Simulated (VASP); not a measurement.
# GaAs (F-43m) in VASP: a series of runs, part 3 of 3

VASP 6.6.1. Earlier steps stand in the parts before.

## Step 6: Electric field gradients, PBE (23.04 Å³/atom)

This run uses another cell than the first one, of 23.04 Å³/atom.

File INCAR:

```
SYSTEM = GaAs
  ALGO = Normal
  EDIFF = 1E-8
  ENCUT = 520
  GGA = PE
  ISIF = 2
  ISMEAR = -1
  LASPH = .TRUE.
  LCHARG = .FALSE.
  LEFG = .TRUE.
  LREAL = .FALSE.
  LWAVE = .FALSE.
  NBANDS = 16
  NELM = 80
  PREC = Accurate
  SIGMA = 0.05
```

File KPOINTS:

```
k-points
0
G
  11 11 11
  0 0 0
```

File POSCAR:

```
GaAs
1.0
    0.0000000000      2.8455714065      2.8455714065
    2.8455714065      0.0000000000      2.8455714065
    2.8455714065      2.8455714065      0.0000000000
Ga As
1 1
Direct
    0.0000000000      0.0000000000      0.0000000000
    0.7500000000      0.7500000000      0.7500000000
```

Potentials or basis: VASP PAW PBE potentials, release 64 (Ga_d, As).

Started as:

```sh
> cat potpaw_PBE.64/Ga_d/POTCAR potpaw_PBE.64/As/POTCAR > POTCAR
> mpirun -np 1 vasp_std > vasp.out
```

OUTCAR:

```text
SYSTEM = GaAs
   EDIFF = 1E-8
   ENCUT = 520
   GGA = PE
   ISIF = 2
   ISMEAR = -1
   LASPH = .TRUE.
   LREAL = .FALSE.
   NELM = 80
   PREC = Accurate

 ion  position               nearest neighbor table
   1  0.000  0.000  0.000-   2 2.46   2 2.46   2 2.46   2 2.46
   2  0.750  0.750  0.750-   1 2.46   1 2.46   1 2.46   1 2.46

  LATTYP: Found a face centered cubic cell.
 ALAT       =     5.6911428130

  Lattice vectors:

 A1 = (   0.0000000000,   2.8455714065,   2.8455714065)
 A2 = (   2.8455714065,   0.0000000000,   2.8455714065)
 A3 = (   2.8455714065,   2.8455714065,   0.0000000000)

Analysis of symmetry for initial positions (statically):
=====================================================================
 Subroutine PRICEL returns:
 Original cell was already a primitive cell.

 Routine SETGRP: Setting up the symmetry group for a
 face centered cubic supercell.

 Subroutine GETGRP returns: Found 24 space group operations
 (whereof 24 operations were pure point group operations)
 out of a pool of 48 trial point group operations.

The static configuration has the point symmetry T_d .

Analysis of symmetry for dynamics (positions and initial velocities):
=====================================================================
 Subroutine PRICEL returns:
 Original cell was already a primitive cell.

 Routine SETGRP: Setting up the symmetry group for a
 face centered cubic supercell.

 Subroutine GETGRP returns: Found 24 space group operations
 (whereof 24 operations were pure point group operations)
 out of a pool of 48 trial point group operations.

The dynamic configuration has the point symmetry T_d .

[... 158 lines left out ...]
      4     -10.9500      2.00000
      5     -10.9500      2.00000
      6      -8.8382      2.00000
[... 433 lines left out ...]
      3     -11.0079      2.00000
      4     -10.9528      2.00000
      5     -10.9480      2.00000
      6      -7.9089      2.00000
[... 8 lines left out ...]
     15      13.8936      0.00000
     16      14.5819      0.00000

 [... further k-points ...]

------------------------ aborting loop because EDIFF is reached ----------------------------------------

  FORCE on cell =-STRESS in cart. coord.  units (eV):
  Direction    XX          YY          ZZ          XY          YZ          ZX
  --------------------------------------------------------------------------------------
  -------------------------------------------------------------------------------------
  Total        0.5861437      0.5861437      0.5861437      0.0000000      0.0000000      0.0000000
  in kB       20.3786882     20.3786882     20.3786882      0.0000000      0.0000000      0.0000000
  external PRESSURE =      20.3786882 kB  Pullay stress =       0.0000000 kB

 VOLUME and BASIS-vectors are now :
 -----------------------------------------------------------------------------
  energy-cutoff  :      520.00
  volume of cell :       46.08
      direct lattice vectors                 reciprocal lattice vectors
     0.000000000  2.845571406  2.845571406    -0.175711633  0.175711633  0.175711633
     2.845571406  0.000000000  2.845571406     0.175711633 -0.175711633  0.175711633
     2.845571406  2.845571406  0.000000000     0.175711633  0.175711633 -0.175711633

 POSITION                                       TOTAL-FORCE (eV/Angst)
 -----------------------------------------------------------------------------------
      0.00000      0.00000      0.00000        -0.000000     -0.000000     -0.000000
      4.26836      4.26836      4.26836         0.000000      0.000000      0.000000
 -----------------------------------------------------------------------------------
    total drift:                               -0.000002     -0.000002     -0.000002

  FREE ENERGIE OF THE ION-ELECTRON SYSTEM (eV)
  ---------------------------------------------------
  free  energy   TOTEN  =        -8.2669668894 eV

  energy  without entropy=       -8.2669252550  energy(sigma->0) =       -8.26694607

 Electric field gradients (V/A^2)
---------------------------------------------------------------------
 ion       V_xx      V_yy      V_zz      V_xy      V_xz      V_yz
---------------------------------------------------------------------
   1       0.000     0.000    -0.000    -0.002    -0.002    -0.002
   2      -0.000    -0.000     0.000     0.000     0.000     0.000
---------------------------------------------------------------------

 Electric field gradients after diagonalization (V/A^2)
 (convention: |V_zz| > |V_xx| > |V_yy|)
----------------------------------------------------------------------
 ion       V_xx      V_yy      V_zz     asymmetry (V_yy - V_xx)/ V_zz
----------------------------------------------------------------------
   1       0.002     0.002    -0.005       0.000
   2      -0.000    -0.000     0.000       0.000
----------------------------------------------------------------------

           NMR quadrupolar parameters

 Cq : quadrupolar parameter    Cq=e*Q*V_zz/h
 eta: asymmetry parameters     (V_yy - V_xx)/ V_zz
 Q  : nuclear electric quadrupole moment in mb (millibarn)
----------------------------------------------------------------------
 ion       Cq(MHz)       eta       Q (mb)
----------------------------------------------------------------------
   1      -0.000       0.000       1.000
   2       0.000       0.000       1.000
----------------------------------------------------------------------
```

Run time: 27 s. Hardware: 1 thread of AMD EPYC 7R13 (Zen 3), shared host; peak memory 0.16 GiB.

Results:

```yaml
Free_energy: -8.2670 eV
Pressure: 2.0 GPa
Band_gap_on_the_k_mesh: 0.37 eV
Largest_electric_field_gradient_by_atom: zero within the noise of the run
```

Levels at points of the mesh, in eV from the valence-band top:
```csv
k point,band 7,band 8,band 9,band 10,band 11,band 12
"(0.00, 0.00, 0.00)",0.00,0.00,0.00,0.37,3.72,3.72
```

## Step 7: Summary

```tsv
cell	gap on the mesh (eV)	pressure (GPa)
a = 3.944 Å, angles 60.0°, 2 atoms	0.83	6.9
a = 3.984 Å, angles 60.0°, 2 atoms	0.60	4.3
a = 4.024 Å, angles 60.0°, 2 atoms	0.37	2.0
```

Alike in all rows: task electric field gradients; level PBE; potentials or basis VASP PAW PBE potentials, release 64 (Ga_d, As); no spin polarisation; k mesh 11 × 11 × 11; cutoff (eV) 520; smearing fermi-dirac 0.05 eV.

Caveats: the cell stands under pressure (at least some runs); an odd mesh through Γ misses points on the zone boundary, where band edges can lie (at least some runs).

Absolute energies hang on the potentials; compare differences alone.
